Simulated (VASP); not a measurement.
## ZnS: single point with PBE

ZnS:

```xyz
4
Lattice="3.8456 0.0000 0.0000 -1.9228 3.3304 0.0000 0.0000 0.0000 6.3037" Properties=species:S:1:pos:R:3 pbc="T T T"
Zn    0.0000    2.2202    0.0328
Zn    1.9228    1.1101    3.1846
S     0.0000    2.2202    2.1442
S     1.9228    1.1101    5.2960
```

This cell differs from its parent crystal: c/a of the conventional cell at fixed volume 1.6392.

| Quantity | Value |
| --- | --- |
| Program | VASP 6.6.1 |
| Task | single point |
| Functional | PBE |
| Potentials or basis | VASP PAW PBE potentials, release 64 (Zn, S) |
| Cutoff | 520 eV |
| k mesh | 9 × 9 × 4 |
| Occupations | gaussian, width 0.05 eV |
| Spin | no spin polarisation |

* Pressure: 2.7 GPa
* Largest force: 2.344 eV/Å
* Band gap on the k mesh: 1.97 eV, direct

Forces in eV/Å, atoms in the order of the input:
```
Zn   0.000  0.000 -2.344
Zn   0.000  0.000 -2.344
S    0.000  0.000  2.344
S    0.000  0.000  2.344
```

Stress tensor (GPa, compression positive):
```
-2.34  0.00  0.00
 0.00 -2.34  0.00
 0.00  0.00 12.80
```

Levels at points of the mesh, in eV from the valence-band top:
```
           k point  band 16  band 17  band 18  band 19  band 20  band 21
(0.00, 0.00, 0.00)    -0.54     0.00     0.00     1.97     3.39     6.26
(0.00, 0.00, 0.50)    -0.57    -0.57    -0.57     3.58     3.58     6.83
```

Wall time 61 s on 1 thread of Intel(R) Xeon(R) Platinum 8259CL CPU @ 2.50GHz (Skylake/Cascade Lake), with other jobs on the host, peak memory 0.22 GiB.

Caveat: forces of over 1 eV/Å act on the atoms, so gaps and moduli don't describe the material at rest.
